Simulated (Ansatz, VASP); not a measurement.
Given: the input of a run of Ansatz 0.2.0 on GaN.

File input.yaml:

```yaml
crystal:
  lattice:
    - [0.0, 2.2535006075, 2.2535006075]
    - [2.2535006075, 0.0, 2.2535006075]
    - [2.2535006075, 2.2535006075, 0.0]
  atoms:
    - { symbol: Ga, position: [0.0, 0.0, 0.0] }
    - { symbol: "N", position: [0.25, 0.25, 0.25] }
kpoints:
  mp_grid: { grid: [5, 5, 5] }
scf:
  occupations: { method: fermi_dirac, width: 0.05 }
hamiltonian:
  xc: { preset: hse06, exx: { coeff: 0.25, omega: 0.2 } }
  pseudopotentials: { kind: all_electron, datasets: crystal }
output:
  forces: true
  stress: true
```

Potentials or basis: all-electron PAW datasets made for the crystal.

Launch:

```bash
$ ansatz run input.yaml --threads 1 --pin off --max-ram 3072MiB --backend cpu --events-out ev --progress --plain --runs-dir out
```

Question: Translate it to VASP 6.6.1. Potentials there: VASP PAW PBE potentials, release 64 (Ga_d, N).

Answer: As run (the cutoff follows the program's own potentials):

File POSCAR:

```
GaN
1.0
    0.0000000000      2.2535006075      2.2535006075
    2.2535006075      0.0000000000      2.2535006075
    2.2535006075      2.2535006075      0.0000000000
Ga N
1 1
Direct
    0.0000000000      0.0000000000      0.0000000000
    0.2500000000      0.2500000000      0.2500000000
```

Contents of INCAR.step1:

```
SYSTEM = GaN
ALGO     = Normal         ! electronic algorithm
EDIFF    = 1E-5           ! SCF threshold, eV
ENCUT    = 520            ! plane-wave cutoff, eV
GGA      = PE             ! functional
ISIF     = 2              ! what is computed and relaxed
ISMEAR   = -1             ! smearing method
LASPH    = .TRUE.         ! aspherical terms in the spheres
LCHARG   = .FALSE.        ! write CHGCAR
LREAL    = .FALSE.        ! projectors in reciprocal space
LWAVE    = .TRUE.         ! write WAVECAR
NBANDS   = 16             ! bands
NELM     = 60             ! most SCF steps
PREC     = Accurate       ! precision mode
SIGMA    = 0.05           ! smearing width, eV
```

Contents of INCAR.step2:

```
SYSTEM = GaN
AEXX     = 0.25           ! exact-exchange fraction
ALGO     = Normal         ! electronic algorithm
EDIFF    = 1E-7           ! SCF threshold, eV
ENCUT    = 520            ! plane-wave cutoff, eV
GGA      = PE             ! functional
HFSCREEN = 0.2            ! screening, 1/A
ISIF     = 2              ! what is computed and relaxed
ISMEAR   = -1             ! smearing method
ISTART   = 1            
LASPH    = .TRUE.         ! aspherical terms in the spheres
LCHARG   = .FALSE.        ! write CHGCAR
LHFCALC  = .TRUE.         ! exact exchange
LREAL    = .FALSE.        ! projectors in reciprocal space
LWAVE    = .FALSE.        ! write WAVECAR
NBANDS   = 16             ! bands
NELM     = 60             ! most SCF steps
PREC     = Accurate       ! precision mode
PRECFOCK = Normal       
SIGMA    = 0.05           ! smearing width, eV
```

KPOINTS

```
k-points
0
G
  5 5 5
  0 0 0
```

Potentials or basis: VASP PAW PBE potentials, release 64 (Ga_d, N).

Launch:

```console
$ cat potpaw_PBE.64/Ga_d/POTCAR potpaw_PBE.64/N/POTCAR > POTCAR
$ cp INCAR.step1 INCAR
$ mpirun -np 1 vasp_std > vasp.out
$ cp INCAR.step2 INCAR
$ mpirun -np 1 vasp_std > vasp.out
```

Both were run:

|  | VASP | Ansatz | Ansatz less VASP |
| --- | --- | --- | --- |
| gap on the k mesh at the Fermi level (eV) | 3.01 | 3.01 | +0.004 |
| least direct gap on the mesh (eV) | 3.01 | 3.01 | +0.004 |
| pressure (GPa) | -1.4 | -1.2 | +0.14 |

VASP's potentials were made for PBE, not for PBE-based screened hybrid. Ansatz ran all-electron here, and VASP with PAW potentials.

The k mesh is coarse, so the values compare programs but aren't converged.
